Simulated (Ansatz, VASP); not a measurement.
# One calculation of BN, two programs

INCAR

```
PREC = Accurate
ENCUT = 600
EDIFF = 1E-6
ISMEAR = 0
SIGMA = 0.05
LREAL = False
LASPH = True
NELM = 120
ALGO = Normal
ISIF = 2
LWAVE = False
LCHARG = True
GGA = PE
LELF = True
LVHAR = True
NBANDS = 11
GGA_COMPAT = False
```

Contents of KPOINTS:

```
Automatic mesh
0
Gamma
  12 12 12
```

The input POSCAR:

```
BN
1.0
    0.0000000000      1.8320696138      1.8320696138
    1.8320696138      0.0000000000      1.8320696138
    1.9342990982      1.9342990982     -0.1022294844
B N
1 1
Direct
    0.0000000000      0.0000000000      0.0000000000
    0.7500000000      0.7500000000      0.7500000000
```

Input for Ansatz:

```yaml
crystal:
  lattice:
    - [0.0, 1.8320696138, 1.8320696138]
    - [1.8320696138, 0.0, 1.8320696138]
    - [1.9342990982, 1.9342990982, -0.1022294844]
  atoms:
    - { symbol: B, position: [0.0, 0.0, 0.0] }
    - { symbol: "N", position: [0.75, 0.75, 0.75] }
basis:
  ecutwfc: 520.0
kpoints:
  mp_grid: { grid: [12, 12, 12] }
hamiltonian:
  xc: pbe
  pseudopotentials: { kind: paw, azcp: { folder: soft_1 } }
scf:
  occupations: { method: gaussian, width: 0.05 }
output:
  forces: true
  stress: true
  eigenvalues: true
```

Alike in both runs: task single point; functional PBE; k mesh 12 × 12 × 12; occupations gaussian, width 0.05 eV; no spin polarisation.

```csv
,VASP,Ansatz
version,VASP 6.6.1,Ansatz 0.2.0
potentials or method,"VASP PAW PBE potentials, release 64 (B, N), cutoff 600 eV","scalar-relativistic, plane waves, PAW"
valence electrons in the cell,8,8
```

Ansatz gave:

- gap on the k mesh at the Fermi level (eV): 4.06
- least direct gap on the mesh (eV): 5.83
- rms of the force components (eV/Å): 0.331

Task: Estimate VASP's values.

Result: gap on the k mesh at the Fermi level (eV): 4.06; least direct gap on the mesh (eV): 5.83; rms of the force components (eV/Å): 0.325.

Atom by atom the forces differ by 0.006 eV/Å (rms over components). With one functional, cell and mesh, what is left measures potentials, basis and numerics.
